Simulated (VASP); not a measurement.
NaLa, 2 atoms in the cell. Symmetry: P-6m2, No. 187, hexagonal system. The conventional cell has a = 3.558 Å, b = 3.558 Å, c = 6.396 Å, α = 90.00°, β = 90.00°, γ = 120.00°. Na (site symmetry -6m2) has 6 Na at 3.56 Å and 6 La at 3.80 Å within 4.7 Å. Within 4.7 Å of La (site symmetry -6m2) lie 6 La at 3.56 Å and 6 Na at 3.80 Å. 

| Quantity | Value |
| --- | --- |
| Program | VASP 6.6.1 |
| Task | single point |
| Functional | PBE |
| Potentials or basis | VASP PAW PBE potentials, release 64 (Na_pv, La) |
| Cutoff | 520 eV |
| k mesh | 7 × 7 × 4 |
| Occupations | fermi-dirac, width 0.1 eV |
| Spin | no spin polarisation |
| Dipole correction | no |
| Further INCAR settings | ALGO = Normal; EDIFF = 1e-06; NBANDS = 16 |

Potentials or basis: VASP PAW PBE potentials, release 64 (Na_pv, La).

Launch:

```bash
$ cat potpaw_PBE.64/Na_pv/POTCAR potpaw_PBE.64/La/POTCAR > POTCAR
$ mpirun -np 1 vasp_std > vasp.out
```

Hardware: 1 thread of Intel(R) Xeon(R) Platinum 8488C (Sapphire Rapids), on a shared host.

**Question.** Estimate the wall time of this run.

**Answer.** Run time: 17 s on 1 thread of Intel(R) Xeon(R) Platinum 8488C (Sapphire Rapids) (shared host), peak memory 0.2 GiB. Counts: scf iterations 12, k points 24.
